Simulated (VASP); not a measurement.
# B8P9 (a cell with a defect) in VASP: relaxation of the atoms with PBE

Aim: the relaxation of the atoms of B8P9 (a cell with a defect) with PBE.

All numbers are computed with VASP 6.6.1; they aren't measurements. Logs are shortened: lines on timing, memory, paths and dates and some standing lists are left out, and cuts for length are marked.

## 1. The cell of the first run

The cell holds a defect, 17 atoms: a = 6.432 Å, b = 6.432 Å, c = 6.432 Å, α = 60.00°, β = 60.00°, γ = 60.00°.

## 2. Relaxation of the atoms, PBE (with an interstitial atom)

The input, INCAR:

```
SYSTEM = B8P9
ALGO = Normal
EDIFF = 1E-7
EDIFFG = -0.025
ENCUT = 520
GGA = PE
IBRION = 2
ISIF = 2
ISMEAR = 0
LASPH = .True.
LCHARG = .False.
LREAL = Auto
LWAVE = .False.
NELECT = 68.0
NELM = 60
NSW = 65
PREC = Accurate
SIGMA = 0.01
```

The input, KPOINTS:

```
k-points
0
Gamma
  4 4 4
  0 0 0
```

The input, POSCAR:

```
B8P9
1.0
    0.0000000000      4.5481928018     -4.5481928018
    4.5481928018      4.5481928018      0.0000000000
    4.5481928018      0.0000000000     -4.5481928018
B P
8 9
Direct
    0.4958499532      0.4958499532      0.0041500468
    0.4958499532      0.0041500468      0.0041500468
    1.0041500468      0.4958499532      0.0041500468
    1.0000000000      0.0000000000      0.0000000000
    0.5000000000      0.5000000000      0.5000000000
    0.4958499532      0.0041500468      0.4958499532
    1.0041500468      0.4958499532      0.4958499532
    1.0041500468      0.0041500468      0.4958499532
    0.3751553980      0.3751553980      0.3751553980
    0.3751553980      0.8745338059      0.3751553980
    0.8745338059      0.3751553980      0.3751553980
    0.8847709101      0.8847709101      0.3456872698
    0.3751553980      0.3751553980      0.8745338059
    0.3456872698      0.8847709101      0.8847709101
    0.8847709101      0.3456872698      0.8847709101
    0.8847709101      0.8847709101      0.8847709101
    0.7500000000      0.7500000000      0.7500000000
```

Potentials or basis: VASP PAW PBE potentials, release 64 (B, P).

Launch:

```bash
$ cat potpaw_PBE.64/B/POTCAR potpaw_PBE.64/P/POTCAR > POTCAR
$ mpirun -np 1 vasp_std > vasp.out
```

OUTCAR:

```text
SYSTEM = B8P9
   EDIFF = 1E-7
   EDIFFG = -0.025
   ENCUT = 520
   GGA = PE
   IBRION = 2
   ISIF = 2
   ISMEAR = 0
   LASPH = .True.
   LREAL = Auto
   NELECT = 68.0
   NELM = 60
   NSW = 65
   PREC = Accurate

 ion  position               nearest neighbor table
   1  0.496  0.496  0.004-   9 1.95  13 1.95  14 2.05  15 2.05  17 2.31
   2  0.496  0.004  0.004-  10 1.95  13 1.95  14 2.05  16 2.05  17 2.31
   3  0.004  0.496  0.004-  11 1.95  13 1.95  15 2.05  16 2.05  17 2.31
   4  0.000  0.000  0.000-  16 1.82  14 1.82  15 1.82  12 1.82
   5  0.500  0.500  0.500-  10 1.97  11 1.97  13 1.97   9 1.97
   6  0.496  0.004  0.496-   9 1.95  10 1.95  12 2.05  14 2.05  17 2.31
   7  0.004  0.496  0.496-   9 1.95  11 1.95  12 2.05  15 2.05  17 2.31
   8  0.004  0.004  0.496-  10 1.95  11 1.95  12 2.05  16 2.05  17 2.31
   9  0.375  0.375  0.375-   1 1.95   6 1.95   7 1.95   5 1.97
  10  0.375  0.875  0.375-   2 1.95   8 1.95   6 1.95   5 1.97
  11  0.875  0.375  0.375-   8 1.95   3 1.95   7 1.95   5 1.97
  12  0.885  0.885  0.346-   4 1.82   8 2.05   7 2.05   6 2.05  17 2.12
  13  0.375  0.375  0.875-   2 1.95   3 1.95   1 1.95   5 1.97
  14  0.346  0.885  0.885-   4 1.82   2 2.05   1 2.05   6 2.05  17 2.12
  15  0.885  0.346  0.885-   4 1.82   3 2.05   1 2.05   7 2.05  17 2.12
  16  0.885  0.885  0.885-   4 1.82   3 2.05   2 2.05   8 2.05  17 2.12
  17  0.750  0.750  0.750-  12 2.12  14 2.12  15 2.12  16 2.12   7 2.31   8 2.31   1 2.31   2 2.31
                             3 2.31   6 2.31

  LATTYP: Found a face centered cubic cell.
 ALAT       =     9.0963856036

  Lattice vectors:

 A1 = (   0.0000000000,   4.5481928018,  -4.5481928018)
 A2 = (   4.5481928018,   4.5481928018,   0.0000000000)
 A3 = (   4.5481928018,   0.0000000000,  -4.5481928018)

Analysis of symmetry for initial positions (statically):
=====================================================================
 Subroutine PRICEL returns:
 Original cell was already a primitive cell.

 Routine SETGRP: Setting up the symmetry group for a
 face centered cubic supercell.

 Subroutine GETGRP returns: Found 24 space group operations
 (whereof 24 operations were pure point group operations)
 out of a pool of 48 trial point group operations.

The static configuration has the point symmetry T_d .

Analysis of symmetry for dynamics (positions and initial velocities):
=====================================================================
 Subroutine PRICEL returns:
 Original cell was already a primitive cell.

 Routine SETGRP: Setting up the symmetry group for a
 face centered cubic supercell.

 Subroutine GETGRP returns: Found 24 space group operations
 (whereof 24 operations were pure point group operations)
 out of a pool of 48 trial point group operations.

The dynamic configuration has the point symmetry T_d .

 Subroutine INISYM returns: Found 24 space group operations
 (whereof 24 operations are pure point group operations),
 and found     1 'primitive' translations

----------------------------------------------------------------------------------------

                                     Primitive cell

  volume of cell :     188.1684

  direct lattice vectors                    reciprocal lattice vectors
     0.000000000  4.548192802 -4.548192802    -0.109933774  0.109933774 -0.109933774
     4.548192802  4.548192802  0.000000000     0.109933774  0.109933774  0.109933774
     4.548192802  0.000000000 -4.548192802     0.109933774 -0.109933774 -0.109933774

  length of vectors
     6.432115945  6.432115945  6.432115945     0.190410882  0.190410882  0.190410882

  position of ions in fractional coordinates (direct lattice)
     0.495849953  0.495849953  0.004150047
     0.495849953  0.004150047  0.004150047
     0.004150047  0.495849953  0.004150047
     0.000000000  0.000000000  0.000000000
     0.500000000  0.500000000  0.500000000
     0.495849953  0.004150047  0.495849953
[... 9 lines left out ...]
     0.884770910  0.884770910  0.884770910
     0.750000000  0.750000000  0.750000000

  ion indices of the primitive-cell ions
   primitive index   ion index
                 1           1
                 2           2
                 3           3
                 4           4
                 5           5
                 6           6
[... 9 lines left out ...]
                16          16
                17          17

----------------------------------------------------------------------------------------

 KPOINTS: k-points

Automatic generation of k-mesh.
 Grid dimensions read from file:
 generate k-points for:    4    4    4

 Generating k-lattice:

  Cartesian coordinates                     Fractional coordinates (reciprocal lattice)
    -0.027483444  0.027483444 -0.027483444     0.250000000  0.000000000  0.000000000
     0.027483444  0.027483444  0.027483444     0.000000000  0.250000000  0.000000000
     0.027483444 -0.027483444 -0.027483444     0.000000000  0.000000000  0.250000000

  Length of vectors
     0.047602721  0.047602721  0.047602721

  Shift w.r.t. Gamma in fractional coordinates (k-lattice)
     0.000000000  0.000000000  0.000000000

 Subroutine IBZKPT returns following result:
 ===========================================

 Found      8 irreducible k-points:

 Following reciprocal coordinates:
            Coordinates               Weight
  0.000000  0.000000  0.000000      1.000000
  0.250000  0.000000  0.000000      8.000000
  0.500000  0.000000  0.000000      4.000000
  0.250000  0.250000  0.000000      6.000000
  0.500000  0.250000  0.000000     24.000000
 -0.250000  0.250000  0.000000     12.000000
  0.500000  0.500000  0.000000      3.000000
 -0.250000  0.500000  0.250000      6.000000
   k-points           NKPTS =      8   k-points in BZ     NKDIM =      8   number of bands    NBANDS=     43
   number of dos      NEDOS =    301   number of ions     NIONS =     17
   total plane-waves  NPLWV = 110592
   dimension x,y,z NGX =    48 NGY =   48 NGZ =   48
   dimension x,y,z NGXF=    96 NGYF=   96 NGZF=   96
   ions per type =               8   9
   NGX,Y,Z   is equivalent  to a cutoff of  12.41, 12.41, 12.41 a.u.
   NGXF,Y,Z  is equivalent  to a cutoff of  24.81, 24.81, 24.81 a.u.
 SYSTEM =  B8P9
   PREC   = accura    normal or accurate (medium, high low for compatibility)
   ISTART =      0    job   : 0-new  1-cont  2-samecut
   ICHARG =      2    charge: 1-file 2-atom 10-const
   ISPIN  =      1    spin polarized calculation?
   LNONCOLLINEAR =      F non collinear calculations
   LSORBIT =      F    spin-orbit coupling
   LASPH  =      T    aspherical Exc in radial PAW
   ENCUT  =  520.0 eV  38.22 Ry    6.18 a.u.  11.96 11.96 11.96*2*pi/ulx,y,z
   NELM   =     60;   NELMIN=  2; NELMDL= -5     # of ELM steps
   EDIFF  = 0.1E-06   stopping-criterion for ELM
   LREAL  =      T    real-space projection
   EDIFFG = -.3E-01   stopping-criterion for IOM
   NSW    =     65    number of steps for IOM
   IBRION =      2    ionic relax: 0-MD 1-quasi-New 2-CG
   NFREE  =      1    steps in history (QN), initial steepest desc. (CG)
   ISIF   =      2    stress and relaxation
   ISYM   =      2    0-nonsym 1-usesym 2-fastsym
   POTIM  = 0.5000    time-step for ionic-motion
   TEBEG  =    0.0;   TEEND  =   0.0 temperature during run
   PSTRESS=    0.0 pullay stress
   NELECT =      68.0000    total number of electrons
   NUPDOWN=      -1.0000    fix difference up-down
   EMIN   =  10.00;   EMAX   =-10.00  energy-range for DOS
   EFERMI =   0.00;   METHOD = LEGACY
   ISMEAR =     0;   SIGMA  =   0.01  broadening in eV -4-tet -1-fermi 0-gaus
   EFERMI_NEDOS =   21; number of points for ismear=-14 and -15
   IALGO  =     38    algorithm
   IMIX   =      4    mixing-type and parameters
     AMIX     =   0.40;   BMIX     =  1.00
     AMIX_MAG =   1.60;   BMIX_MAG =  1.00
  volume/ion in A,a.u.               =      11.07        74.70
  Fermi-wavevector in a.u.,A,eV,Ry     =   1.166082  2.203575 18.500471  1.359746
  Thomas-Fermi vector in A             =   2.302599
   LORBIT       =      0    0 simple, 1 ext, 2 COOP (PROOUT), +10 PAW based schemes
   GGA     = PE    functional components
   LHFCALC =     F    Hartree Fock is set to
   AEXX    =    0.0000 exact exchange contribution
   IVDW    =     0    specifies the selected vdW correction
   LEPSILON=     F    determine dielectric tensor
   LRPA    =     F    only Hartree local field effects (RPA)
 conjugate gradient relaxation of ions
 non-spin polarized calculation
 Gauss-broadening in eV      SIGMA  =   0.01
  energy-cutoff  :      520.00
  volume of cell :      188.17
 maximum number of plane-waves:      5104
   NGX = 23   NGY = 23   NGZ = 23

--------------------------------------- Ionic step        1  -------------------------------------------

 number of electron      67.9999998 magnetization

 Free energy of the ion-electron system (eV)
  ---------------------------------------------------
  ext. energy  EPLUGINS =         0.00000000
  ---------------------------------------------------
  free energy    TOTEN  =      -107.64848773 eV

  energy without entropy =     -107.64555980  energy(sigma->0) =     -107.64702376

------------------------ aborting loop because EDIFF is reached ----------------------------------------

  FORCE on cell =-STRESS in cart. coord.  units (eV):
  Direction    XX          YY          ZZ          XY          YZ          ZX
  --------------------------------------------------------------------------------------
  -------------------------------------------------------------------------------------
  Total        5.3252781      5.3252781      5.3252781      0.0000000      0.0000000      0.0000000
  in kB       45.3425851     45.3425851     45.3425851      0.0000000      0.0000000      0.0000000
  external PRESSURE =      45.3425851 kB  Pullay stress =       0.0000000 kB
[... 189 lines left out ...]
  energy  without entropy=     -107.6629237233  energy(sigma->0) =     -107.66402967

--------------------------------------- Ionic step        5  -------------------------------------------

 number of electron      67.9999999 magnetization

 Free energy of the ion-electron system (eV)
  ---------------------------------------------------
  ext. energy  EPLUGINS =         0.00000000
  ---------------------------------------------------
  free energy    TOTEN  =      -107.66559422 eV

  energy without entropy =     -107.66341919  energy(sigma->0) =     -107.66450671

 E-fermi :   9.5200     XC(G=0): -11.1899

 val. band max:        9.5158640476   @ k =   0.5000   0.2500   0.0000
 cond. band min:       9.5449953979   @ k =  -0.2500   0.2500   0.0000
 fundamental gap:      0.0291313503
 Fermi energy:         9.5200178817

 k-point     1 :       0.0000    0.0000    0.0000
  band No.  band energies     occupation
      1      -8.6834      2.00000
      2      -5.1893      2.00000
      3      -4.6215      2.00000
      4      -4.6215      2.00000
      5      -4.6215      2.00000
      6      -3.7544      2.00000
[... 401 lines left out ...]
  FREE ENERGIE OF THE ION-ELECTRON SYSTEM (eV)
  ---------------------------------------------------
  free  energy   TOTEN  =      -107.6655942221 eV

  energy  without entropy=     -107.6634191936  energy(sigma->0) =     -107.66450671

 reached required accuracy - stopping structural energy minimisation
```

Run time: 6.1 min. Hardware: 1 thread of AMD EPYC 7R13 (Zen 3), shared host; peak memory 0.31 GiB.

What came out:

```yaml
Free_energy: -107.6656 eV
Energy_gained_by_relaxing: 1.0 meV/atom
Ionic_steps: 5
Largest_force_after_relaxing: 0.021 eV/Å
```

Forces on the atoms (eV/Å):
```
B    0.000 -0.004  0.000
B    0.004  0.000  0.000
B    0.000  0.000 -0.004
B    0.000  0.000  0.000
B    0.000  0.000  0.000
B    0.000  0.000  0.004
B   -0.004  0.000  0.000
B    0.000  0.004  0.000
P   -0.012 -0.012  0.012
P    0.012  0.012  0.012
P   -0.012  0.012 -0.012
P   -0.004  0.004  0.004
P    0.012 -0.012 -0.012
P    0.004 -0.004  0.004
P   -0.004 -0.004 -0.004
P    0.004  0.004 -0.004
P    0.000  0.000  0.000
```

The path:
```csv
step,energy change (eV),largest force (eV/Å),pressure (GPa)
1,0.0000,0.3295,4.53
2,-0.0124,0.1652,4.61
3,-0.0145,0.0981,4.59
4,-0.0166,0.0437,4.62
5,-0.0171,0.0206,4.64
```

Final structure:
```
CELL_PARAMETERS angstrom
0.00000 4.54819 -4.54819
4.54819 4.54819 0.00000
4.54819 0.00000 -4.54819
ATOMIC_POSITIONS crystal
B 0.49479 0.49479 0.00521
B 0.49479 0.00521 0.00521
B 0.00521 0.49479 0.00521
B 0.00000 0.00000 0.00000
B 0.50000 0.50000 0.50000
B 0.49479 0.00521 0.49479
B 0.00521 0.49479 0.49479
B 0.00521 0.00521 0.49479
P 0.37584 0.37584 0.37584
P 0.37584 0.87247 0.37584
P 0.87247 0.37584 0.37584
P 0.88394 0.88394 0.34817
P 0.37584 0.37584 0.87247
P 0.34817 0.88394 0.88394
P 0.88394 0.34817 0.88394
P 0.88394 0.88394 0.88394
P 0.75000 0.75000 0.75000
```

Caveat: the cell carries a net charge on a neutralising background, which shifts energy and pressure; the cell differs from its parent crystal (with an interstitial atom); the cell is charged against a uniform background, so pressure and absolute levels hang on convention.
